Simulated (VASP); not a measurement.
Runs of VASP 6.6.1 on InAsS4. The structure is that of space group P4/mmm (No. 123), or close to it. The cells are those of the table. 

```csv
task,cell,k mesh,cutoff (eV),gap on the mesh (eV),pressure (GPa),relaxed volume (Å³/atom),largest force (eV/Å)
single point,"a = 3.742, b = 3.742, c = 10.145 Å, 6 atoms",6 × 6 × 2,520,none,-0.3,-,0.14
single point,"a = 3.728, b = 3.728, c = 10.089 Å, 6 atoms",4 × 4 × 4,520,none,-0.3,-,0.13
relaxation of cell and atoms,"relaxed from a = 4.104, b = 4.104, c = 6.912 Å, 6 atoms",4 × 4 × 4,600,-,0.0,36.36,0.04
relaxation of cell and atoms,"relaxed from a = 3.728, b = 3.728, c = 10.089 Å, 6 atoms",6 × 6 × 2,600,none,0.0,23.49,0.03
single point,"a = 3.733, b = 3.733, c = 10.300 Å, 6 atoms",10 × 10 × 4,520,none,(a),-,0.13
single point,"a = 4.104, b = 4.104, c = 6.912 Å, 6 atoms",4 × 4 × 4,520,none,70.6,-,(b)
```

Alike in all rows: level PBE; potentials or basis VASP PAW PBE potentials, release 64 (In_d, As, S); no spin polarisation; smearing gaussian 0.1 eV.

Task: Estimate the missing entries.

Result: (a) -0.2; (b) 46.50.

Caveats: some runs use coarse meshes; spin-orbit coupling is left out, which moves the levels of the heavy elements; the volume moved by over 15 % at a fixed basis, so the end points are rough (some runs); forces of over 1 eV/Å act on the atoms, so gaps and moduli don't describe the material at rest (some runs).

A k mesh can miss the band edges, and the runs leave out spin-orbit coupling on As, In.

A gap of «none» marks levels without a gap at the run's occupations.
